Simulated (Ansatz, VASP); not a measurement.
## One calculation of Ti3Al, two programs

```xyz
4
Lattice="2.9041 0.0000 0.0000 -1.4521 2.5151 0.0000 0.0000 0.0000 9.3949" Properties=species:S:1:pos:R:3 pbc="T T T"
Ti    1.4521    0.8384    0.0000
Ti    0.0000    1.6767    6.9487
Ti    0.0000    1.6767    2.4462
Al    1.4521    0.8384    4.6975
```

Alike in both runs: task single point; functional PBE; k mesh 15 × 15 × 6; occupations gaussian, width 0.15 eV; no spin polarisation.

|  | VASP | Ansatz |
| --- | --- | --- |
| version | VASP 6.6.1 | Ansatz 0.2.0 |
| potentials or method | VASP PAW PBE potentials, release 64 (Ti_sv, Al), cutoff 520 eV | scalar-relativistic, plane waves, PAW |
| valence electrons in the cell | 39 | 39 |

VASP gave:

| Item | Value |
| --- | --- |
| gap on the k mesh at the Fermi level (eV) | none |
| pressure (GPa) | -0.2 |
| traceless stress, the component that is largest in VASP (GPa) | -0.95 |
| rms of the force components (eV/Å) | 0.264 |

Task: Estimate Ansatz's values.

Result: gap on the k mesh at the Fermi level (eV): none; pressure (GPa): 0.0; traceless stress, the component that is largest in VASP (GPa): -0.98; rms of the force components (eV/Å): 0.261.

Atom by atom the forces differ by 0.003 eV/Å (rms over components). A gap of «none» marks a metal or a gap that the smearing closes.
